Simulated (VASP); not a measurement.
# Ta2N (P3m1) in VASP: notebook

Aim: see how the results for Ta2N move with the level of theory and the settings. Levels: PBE, PBE+D3(BJ). Tasks: single point.

Program: VASP 6.6.1. These are calculated values, not measurements. Logs are shortened: lines on timing, memory, paths and dates and some standing lists are left out, and cuts for length are marked.

## Step 1: The cell of the first run

Symmetry: P3m1, No. 156, trigonal system. The conventional cell has a = 3.101 Å, b = 3.101 Å, c = 4.882 Å, α = 90.00°, β = 90.00°, γ = 120.00°. Within 3.2 Å of Ta (site symmetry 3m) lie 3 N at 2.21 Å and 12 Ta at 2.99 to 3.10 Å. Within 3.2 Å of Ta (site symmetry 3m) lie 3 N at 2.15 Å and 12 Ta at 2.99 to 3.10 Å. Within 2.9 Å of N (site symmetry 3m) lie 6 Ta at 2.15 to 2.21 Å.

## Step 2: Single point, PBE (atoms displaced along a vibrational mode)

File INCAR:

```
PREC = Accurate
ENCUT = 520
EDIFF = 1E-6
ISMEAR = 0
SIGMA = 0.15
LREAL = F
LASPH = T
NELM = 80
ALGO = Normal
ISIF = 2
LWAVE = F
LCHARG = T
GGA = PE
LELF = T
LVHAR = T
NBANDS = 20
```

File KPOINTS:

```
Automatic mesh
0
Gamma
  18 18 10
```

File POSCAR:

```
Ta2N
1.0
    3.1011400556      0.0000000000      0.0000000000
   -1.5505700278      2.6856660688      0.0000000000
    0.0000000000      0.0000000000      4.8818900623
Ta N
2 1
Direct
    0.6666666667      0.3333333333      0.7445482640
    0.3333333333      0.6666666667      0.2547381996
    0.0000000000      0.0000000000      0.0092177414
```

Potentials or basis: VASP PAW PBE potentials, release 64 (Ta_pv, N).

On the command line:

```sh
> cat potpaw_PBE.64/Ta_pv/POTCAR potpaw_PBE.64/N/POTCAR > POTCAR
> mpirun -np 1 vasp_std > vasp.out
```

OUTCAR:

```text
PREC = Accurate
   ENCUT = 520
   EDIFF = 1E-6
   ISMEAR = 0
   LREAL = F
   LASPH = T
   NELM = 80
   ISIF = 2
   GGA = PE

 ion  position               nearest neighbor table
   1  0.667  0.333  0.745-   3 2.21   3 2.21   3 2.21   2 2.99   2 2.99   2 2.99   2 3.07   2 3.07
                             2 3.07
   2  0.333  0.667  0.255-   3 2.15   3 2.15   3 2.15   1 2.99   1 2.99   1 2.99   1 3.07   1 3.07
                             1 3.07
   3  0.000  0.000  0.009-   2 2.15   2 2.15   2 2.15   1 2.21   1 2.21   1 2.21

  LATTYP: Found a hexagonal cell.
 ALAT       =     3.1011400556
 C/A-ratio  =     1.5742243094

  Lattice vectors:

 A1 = (   3.1011400556,   0.0000000000,   0.0000000000)
 A2 = (  -1.5505700278,   2.6856660688,   0.0000000000)
 A3 = (   0.0000000000,   0.0000000000,   4.8818900623)

Analysis of symmetry for initial positions (statically):
=====================================================================
 Subroutine PRICEL returns:
 Original cell was already a primitive cell.

 Routine SETGRP: Setting up the symmetry group for a
 hexagonal supercell.

 Subroutine GETGRP returns: Found  6 space group operations
 (whereof  6 operations were pure point group operations)
 out of a pool of 24 trial point group operations.

The static configuration has the point symmetry C_3v.

Analysis of symmetry for dynamics (positions and initial velocities):
=====================================================================
 Subroutine PRICEL returns:
 Original cell was already a primitive cell.

 Routine SETGRP: Setting up the symmetry group for a
 hexagonal supercell.

 Subroutine GETGRP returns: Found  6 space group operations
 (whereof  6 operations were pure point group operations)
 out of a pool of 24 trial point group operations.

The dynamic configuration has the point symmetry C_3v.

 Subroutine INISYM returns: Found  6 space group operations
 (whereof  6 operations are pure point group operations),
 and found     1 'primitive' translations

----------------------------------------------------------------------------------------

                                     Primitive cell

  volume of cell :      40.6594

  direct lattice vectors                    reciprocal lattice vectors
[... 78 lines left out ...]
   NGXF,Y,Z  is equivalent  to a cutoff of  25.73, 25.73, 24.52 a.u.
 SYSTEM =  unknown system
   PREC   = accura    normal or accurate (medium, high low for compatibility)
   ISTART =      0    job   : 0-new  1-cont  2-samecut
   ICHARG =      2    charge: 1-file 2-atom 10-const
   ISPIN  =      1    spin polarized calculation?
   LNONCOLLINEAR =      F non collinear calculations
   LSORBIT =      F    spin-orbit coupling
   LASPH  =      T    aspherical Exc in radial PAW
   ENCUT  =  520.0 eV  38.22 Ry    6.18 a.u.   5.77  5.77  9.08*2*pi/ulx,y,z
   NELM   =     80;   NELMIN=  2; NELMDL= -5     # of ELM steps
   EDIFF  = 0.1E-05   stopping-criterion for ELM
   LREAL  =      F    real-space projection
[... 7 lines left out ...]
   TEBEG  =    0.0;   TEEND  =   0.0 temperature during run
   PSTRESS=    0.0 pullay stress
   NELECT =      27.0000    total number of electrons
   NUPDOWN=      -1.0000    fix difference up-down
   EMIN   =  10.00;   EMAX   =-10.00  energy-range for DOS
   EFERMI =   0.00;   METHOD = LEGACY
   ISMEAR =     0;   SIGMA  =   0.15  broadening in eV -4-tet -1-fermi 0-gaus
   EFERMI_NEDOS =   21; number of points for ismear=-14 and -15
   IALGO  =     38    algorithm
   IMIX   =      4    mixing-type and parameters
     AMIX     =   0.40;   BMIX     =  1.00
     AMIX_MAG =   1.60;   BMIX_MAG =  1.00
  volume/ion in A,a.u.               =      13.55        91.46
  Fermi-wavevector in a.u.,A,eV,Ry     =   1.428266  2.699030 27.755102  2.039942
  Thomas-Fermi vector in A             =   2.548346
   LORBIT       =      0    0 simple, 1 ext, 2 COOP (PROOUT), +10 PAW based schemes
   GGA     = PE    functional components
   LHFCALC =     F    Hartree Fock is set to
   AEXX    =    0.0000 exact exchange contribution
   IVDW    =     0    specifies the selected vdW correction
   LEPSILON=     F    determine dielectric tensor
   LRPA    =     F    only Hartree local field effects (RPA)
 non-spin polarized calculation
 Gauss-broadening in eV      SIGMA  =   0.15
  energy-cutoff  :      520.00
  volume of cell :       40.66
 maximum number of plane-waves:      1112
   NGX = 11   NGY = 11   NGZ = 19

 number of electron      26.9999996 magnetization

 Free energy of the ion-electron system (eV)
  ---------------------------------------------------
  ext. energy  EPLUGINS =         0.00000000
  ---------------------------------------------------
  free energy    TOTEN  =       -34.37441834 eV

  energy without entropy =      -34.36032425  energy(sigma->0) =      -34.36737129

 E-fermi :   7.5080     XC(G=0): -12.8734

 val. band max:        7.5012841485   @ k =   0.2778   0.0556   0.5000
 cond. band min:       7.5150726598   @ k =   0.1667   0.1667   0.1000
 fundamental gap:      0.0137885113
 Fermi energy:         7.5079578708

 k-point     1 :       0.0000    0.0000    0.0000
  band No.  band energies     occupation
      1     -28.1725      2.00000
      2     -27.4424      2.00000
      3     -27.4424      2.00000
      4     -27.3186      2.00000
      5     -27.3186      2.00000
      6     -27.2130      2.00000
[... 541 lines left out ...]
     19      12.1540      0.00000
     20      12.3401      0.00000

 [... further k-points ...]

------------------------ aborting loop because EDIFF is reached ----------------------------------------

  FORCE on cell =-STRESS in cart. coord.  units (eV):
  Direction    XX          YY          ZZ          XY          YZ          ZX
  --------------------------------------------------------------------------------------
  -------------------------------------------------------------------------------------
  Total        0.1828436      0.1828436      0.1197513     -0.0000000      0.0000000      0.0000000
  in kB        7.2049170      7.2049170      4.7187754     -0.0000000      0.0000000      0.0000000
  external PRESSURE =       6.3762032 kB  Pullay stress =       0.0000000 kB

 VOLUME and BASIS-vectors are now :
 -----------------------------------------------------------------------------
  energy-cutoff  :      520.00
  volume of cell :       40.66
      direct lattice vectors                 reciprocal lattice vectors
     3.101140056  0.000000000  0.000000000     0.322462057  0.186173555  0.000000000
    -1.550570028  2.685666069  0.000000000     0.000000000  0.372347110  0.000000000
     0.000000000  0.000000000  4.881890062     0.000000000  0.000000000  0.204838697

 POSITION                                       TOTAL-FORCE (eV/Angst)
 -----------------------------------------------------------------------------------
      1.55057      0.89522      3.63480         0.000000     -0.000000      0.302316
     -0.00000      1.79044      1.24360         0.000000     -0.000000      0.396487
      0.00000      0.00000      0.04500        -0.000000      0.000000     -0.698803
 -----------------------------------------------------------------------------------
    total drift:                               -0.000000     -0.000000      0.000045

  FREE ENERGIE OF THE ION-ELECTRON SYSTEM (eV)
  ---------------------------------------------------
  free  energy   TOTEN  =       -34.3744183402 eV

  energy  without entropy=      -34.3603242496  energy(sigma->0) =      -34.36737129
```

Run time: 97 s. Hardware: 1 thread of AMD EPYC 9R45 (Zen 5), shared host; peak memory 0.32 GiB.

What came out:

* Free energy: -34.3744 eV
* Pressure: 0.6 GPa
* Largest force: 0.699 eV/Å
* Band gap on the k mesh: zero (an odd number of electrons rules out a gap without spin polarisation)

Forces in eV/Å, atoms in the order of the input:
```
Ta   0.000  0.000  0.302
Ta   0.000  0.000  0.396
N    0.000  0.000 -0.699
```

Stress tensor (GPa, compression positive):
```
0.72 0.00 0.00
0.00 0.72 0.00
0.00 0.00 0.47
```

Caveat: the cell differs from its parent crystal (atoms displaced along a vibrational mode); spin-orbit coupling is left out, which moves the levels of the heavy elements.

[end of part 1 of 2]
